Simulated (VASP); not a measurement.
Write the native input for VASP 6.6.1 that does the following.

- Task: single point
- Functional: PBEsol
- Potentials or basis: VASP PAW PBE potentials, release 64 (S)
- Cutoff: 520 eV
- k mesh: 6 × 6 × 6
- Occupations: gaussian, width 0.02 eV
- Spin: no spin polarisation
- Dipole correction: no
- Further INCAR settings: ALGO = Normal; EDIFF = 1e-06; NBANDS = 27

The structure of S lies in POSCAR:

```
S
1.0
    5.2093132668      3.0075984168      1.4589420025
   -5.2093132668      3.0075984168      1.4589420025
    0.0000000000     -6.0151968337      1.4589420024
S
6
Direct
    0.2565548155      0.1462768607      0.9055104912
    0.9055104912      0.2565548155      0.1462768607
    0.1462768607      0.9055104912      0.2565548155
    0.7434451845      0.8537231393      0.0944895088
    0.0944895088      0.7434451845      0.8537231393
    0.8537231393      0.0944895088      0.7434451845
```

These files were run (other wordings do the same):

INCAR

```
  ALGO = Normal
  EDIFF = 1E-6
  ENCUT = 520
  GGA = PS
  ISIF = 2
  ISMEAR = 0
  LASPH = T
  LCHARG = F
  LREAL = F
  LWAVE = F
  NBANDS = 27
  NELM = 80
  PREC = Accurate
  SIGMA = 0.02
```

KPOINTS

```
k-points
0
Gamma
  6 6 6
```

Potentials or basis: VASP PAW PBE potentials, release 64 (S).

Launch:

```bash
$ cat potpaw_PBE.64/S/POTCAR > POTCAR
$ mpirun -np 1 vasp_std > vasp.out
```

It gave:

* Pressure: -0.4 GPa
* Largest force: 0.101 eV/Å
* Band gap on the k mesh: 2.06 eV (least direct gap 2.15 eV)

Caveat: this functional lacks dispersion, which holds the molecules together, so the pressure and a relaxed volume are unreliable; the PAW data sets were made with another functional, which shifts forces and pressure a little.

Run time: 76 s on 1 thread of Intel(R) Xeon(R) 6975P-C (Granite Rapids), with other jobs on the host, peak memory 0.34 GiB.
